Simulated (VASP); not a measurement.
Write the native input for VASP 6.6.1 that does the following.

```
Task                   : single point
Functional             : PBE
Potentials or basis    : VASP PAW PBE potentials, release 64 (B, N, H)
Cutoff                 : 520 eV
k mesh                 : 1 × 1 × 9
Occupations            : gaussian, width 0.05 eV
Spin                   : no spin polarisation
Dipole correction      : no
Further INCAR settings : LREAL = Auto; ALGO = Normal; EDIFF = 1e-06; NBANDS = 31
```

The structure of B3H10N3 lies in POSCAR:

```
B3H10N3
1.0
   13.0000000000      0.0000000000      0.0000000000
    0.0000000000     13.3000000000      0.0000000000
    0.0000000000      0.0000000000      3.6246970245
B N H
3 3 10
Direct
    0.5386278385      0.5377565339      0.0000000000
    0.5386278385      0.4014897285      0.5000000000
    0.3992164145      0.5377565339      0.5000000000
    0.6083335505      0.4696231312      0.7500000000
    0.4689221265      0.6058899366      0.7500000000
    0.4689221265      0.4696231312      0.2500000000
    0.5914775939      0.5894141896      0.1895459995
    0.5914775939      0.3498320728      0.3104540005
    0.4857780831      0.3498320728      0.6895459995
    0.6536333409      0.5139011218      0.5875320004
    0.6536333409      0.4253451406      0.9124679996
    0.3463666591      0.5894141896      0.3104540005
    0.3463666591      0.4860988782      0.6895459995
    0.5142219169      0.6501679272      0.5875320004
    0.4236223362      0.6501679272      0.9124679996
    0.4236223362      0.4253451406      0.0875320004
```

One way to write it, as run:

INCAR

```
PREC = Accurate
ENCUT = 520
EDIFF = 1E-6
ISMEAR = 0
SIGMA = 0.05
LREAL = Auto
LASPH = T
NELM = 80
ALGO = Normal
ISIF = 2
LWAVE = F
LCHARG = F
GGA = PE
NBANDS = 31
```

KPOINTS

```
Automatic mesh
0
Gamma
  1 1 9
```

Potentials or basis: VASP PAW PBE potentials, release 64 (B, N, H).

Launch:

```bash
$ cat potpaw_PBE.64/B/POTCAR potpaw_PBE.64/N/POTCAR potpaw_PBE.64/H/POTCAR > POTCAR
$ mpirun -np 1 vasp_std > vasp.out
```

It gave:

The largest force is 1.700 eV/Å and the band gap on the k mesh is 4.47 eV, direct.

Run time: 110 s on 1 thread of Intel(R) Xeon(R) 6975P-C (Granite Rapids), with other jobs on the host, peak memory 0.58 GiB.
